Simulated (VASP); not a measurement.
Wanted: the native input for a VASP 6.6.1 run.

| Item | Value |
| --- | --- |
| Task | single point |
| Functional | LDA |
| Potentials or basis | VASP PAW LDA potentials, release 64 (Rb_sv, Cl) |
| Cutoff | 500 eV |
| k mesh | 5 × 5 × 5 |
| Occupations | fermi-dirac, width 0.1 eV |
| Spin | no spin polarisation |
| Dipole correction | no |
| Further INCAR settings | ALGO = Normal; EDIFF = 1e-06; NBANDS = 15 |

The structure of RbCl lies in POSCAR:

```
RbCl
1.0
    0.0000000000      3.3064179499      3.3064179499
    3.3064179499      0.0000000000      3.3064179499
    3.3064179499      3.3064179499      0.0000000000
Rb Cl
1 1
Direct
    0.0000000000      0.0000000000      0.0000000000
    0.5000000000      0.5000000000      0.5000000000
```

One way to write it, as run:

INCAR

```
SYSTEM = RbCl
PREC = Accurate ; ENCUT = 500
EDIFF = 1E-6 ; ISMEAR = -1
SIGMA = 0.1 ; LREAL = .FALSE.
LASPH = .TRUE. ; NELM = 120
ALGO = Normal ; ISIF = 2
LWAVE = .FALSE. ; LCHARG = .FALSE.
NBANDS = 15 ; GGA_COMPAT = .FALSE.
```

KPOINTS

```
Automatic mesh
0
G
  5 5 5
  0 0 0
```

Potentials or basis: VASP PAW LDA potentials, release 64 (Rb_sv, Cl).

Run with:

```bash
$ cat potpaw_LDA.64/Rb_sv/POTCAR potpaw_LDA.64/Cl/POTCAR > POTCAR
$ mpirun -np 1 vasp_std > vasp.out
```

It gave:

```yaml
Pressure: -1.8 GPa
Band_gap_on_the_k_mesh: 4.51 eV, direct
```

Wall time 22 s on 1 thread of Intel Xeon 8259CL (shared host), peak memory 0.17 GiB.
